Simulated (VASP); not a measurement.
Write the native input for VASP 6.6.1 that does the following.

* Task: relaxation of cell and atoms
* Functional: PBEsol
* Potentials or basis: VASP PAW PBE potentials, release 64 (Al, In_d, N)
* Cutoff: 600 eV
* k mesh: 6 × 6 × 6
* Occupations: gaussian, width 0.02 eV
* Spin: no spin polarisation
* Target pressure: 12 GPa
* Dipole correction: no
* Further INCAR settings: ALGO = Normal; EDIFF = 1e-07; IBRION = 2; EDIFFG = -0.008; NSW = 70; ISIF = 3

The structure of AlIn2N3 lies in POSCAR:

```
AlIn2N3
1.0
    4.9815135101     -2.8659732617      0.0000000000
    4.9815135101      2.8659732617      0.0000000000
    0.0000000000      0.0000000000      5.3198988972
Al In N
2 4 6
Direct
    0.3404409391      0.6595590609      0.9892276905
    0.6595590609      0.3404409391      0.4892276905
    0.9878943480      0.3359159256      0.9870656128
    0.6640840744      0.0121056520      0.9870656128
    0.0121056520      0.6640840744      0.4870656128
    0.3359159256      0.9878943480      0.4870656128
    0.9708295673      0.3324597793      0.3851655105
    0.6675402207      0.0291704327      0.3851655105
    0.0291704327      0.6675402207      0.8851655105
    0.3324597793      0.9708295673      0.8851655105
    0.3675738404      0.6324261596      0.3383100631
    0.6324261596      0.3675738404      0.8383100631
```

These files were run (other wordings do the same):

INCAR

```
SYSTEM = AlIn2N3
PREC = Accurate
ENCUT = 600
EDIFF = 1E-7
ISMEAR = 0
SIGMA = 0.02
LREAL = .FALSE.
LASPH = .TRUE.
NELM = 100
ALGO = Normal
ISIF = 3
LWAVE = .FALSE.
LCHARG = .FALSE.
GGA = PS
IBRION = 2
NSW = 70
EDIFFG = -0.008
PSTRESS = 120.0
KPAR = 4
```

KPOINTS

```
Automatic mesh
0
G
  6 6 6
  0 0 0
```

Potentials or basis: VASP PAW PBE potentials, release 64 (Al, In_d, N).

Command:

```console
$ cat potpaw_PBE.64/Al/POTCAR potpaw_PBE.64/In_d/POTCAR potpaw_PBE.64/N/POTCAR > POTCAR
$ mpirun -np 4 vasp_std > vasp.out
```

Results of the run:

```json
{
  "Relaxed volume": "12.68 Å³/atom",
  "Relaxed cell": "a = 5.756 Å, b = 5.756 Å, c = 5.316 Å, α = 90.00°, β = 90.00°, γ = 59.78°",
  "Space group after relaxing (to 0.1 Å)": "Cmc2_1 (No. 36)",
  "Energy change on relaxing (the run minimises the enthalpy)": "-2.0 meV/atom",
  "Ionic steps": "10",
  "Pressure after relaxing": "12.0 GPa",
  "Largest force after relaxing": "0.007 eV/Å",
  "Band gap on the k mesh": "1.23 eV"
}
```

Caveat: the cell is relaxed towards a set pressure, so the run minimises the enthalpy, not the energy; the PAW data sets were made with another functional, which shifts forces and pressure a little; spin-orbit coupling is left out, which moves the levels of the heavy elements.

Wall time 29 min on 4 MPI ranks on Oxide Virtual Turin-like Processor, on a shared host, peak memory 0.59 GiB a rank.
